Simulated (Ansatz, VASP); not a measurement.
# One calculation of NaY4Tl3, two programs

```
CELL_PARAMETERS angstrom
-3.81284 3.81692 3.81668
3.81107 -3.81603 3.81391
3.81259 3.81590 -3.81579
ATOMIC_POSITIONS crystal
Na 0.00070 0.00098 0.00010
Y 0.49987 0.99954 0.99996
Y 0.50042 0.50038 0.50062
Y 0.99995 0.99978 0.49956
Y 0.99969 0.50023 0.99990
Tl 0.50011 0.00000 0.50005
Tl 0.49936 0.49933 0.00011
Tl 0.99991 0.49975 0.49971
```

Change from the starting cell: cell x1, atoms moved at random (sigma 0.1 Å) and cell strained at random (1.5 %), then relaxed without symmetry.

Alike in both runs: functional PBE; k mesh 4 × 4 × 4; occupations gaussian, width 0.2 eV; no spin polarisation.

Ansatz relaxed the structure, and its values are those at the end. VASP's run is a single point on that final structure, the one shown.

```csv
,VASP,Ansatz
version,VASP 6.6.1,Ansatz 0.2.0
potentials or method,"VASP PAW PBE potentials, release 64 (Na_pv, Y_sv, Tl_d), cutoff 520 eV","scalar-relativistic, plane waves, PAW"
valence electrons in the cell,90,92
```

Ansatz gave:

```
gap on the k mesh at the Fermi level (eV) : none
pressure (GPa)                            : 0.0
```

Problem. What did VASP give for the same quantities?

Solution. gap on the k mesh at the Fermi level (eV): none; pressure (GPa): -0.1.

A gap of «none» marks a metal or a gap that the smearing closes. VASP's potentials hold 90 valence electrons a cell and Ansatz's 92, so a difference there can come from the potentials and not from the codes.

Spin-orbit coupling is off throughout.
